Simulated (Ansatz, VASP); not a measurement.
## V in VASP and in Ansatz

INCAR

```
SYSTEM = V
PREC = Accurate ; ENCUT = 520
EDIFF = 1E-6 ; ISMEAR = -1
SIGMA = 0.1 ; LREAL = .False.
LASPH = .True. ; NELM = 60
ALGO = Normal ; ISIF = 2
LWAVE = .False. ; LCHARG = .False.
GGA = PE ; NBANDS = 12
```

Contents of KPOINTS:

```
Automatic mesh
0
Gamma
  24 24 24
  0 0 0
```

POSCAR

```
V
1.0
   -1.4789145002      1.4789145002      1.4789145002
    1.4789145002     -1.4789145002      1.4789145002
    1.4789145002      1.4789145002     -1.4789145002
V
1
Direct
    0.0000000000      0.0000000000      0.0000000000
```

Input for Ansatz:

```yaml
crystal:
  lattice:
    - [-1.4789145002, 1.4789145002, 1.4789145002]
    - [1.4789145002, -1.4789145002, 1.4789145002]
    - [1.4789145002, 1.4789145002, -1.4789145002]
  atoms:
    - { symbol: V, position: [0.0, 0.0, 0.0] }
hamiltonian:
  xc: pbe
  pseudopotentials:
    kind: paw
    azcp:
      V: "pseudopotentials/V.paw.azcp"
basis:
  ecutwfc: 420
  fft_grid_basis: typed
kpoints:
  mp_grid: { grid: [24, 24, 24], shift: [0, 0, 0] }
magnetization:
  spin_polarized: false
scf:
  occupations: { method: fermi_dirac, width: 0.1 }
output:
  stress: true
```

Alike in both runs: task single point; functional PBE; k mesh 24 × 24 × 24; occupations fermi-dirac, width 0.1 eV; no spin polarisation.

```csv
,VASP,Ansatz
version,VASP 6.6.1,Ansatz 0.2.0
potentials or method,"VASP PAW PBE potentials, release 64 (V_sv), cutoff 520 eV","plane waves (420 eV) with PAW, scalar-relativistic"
valence electrons in the cell,13,13
```

Ansatz gave:

```
pressure (GPa) : 8.0
```

Q: What did VASP give for the same quantities?

A: Pressure (GPa): 8.3.
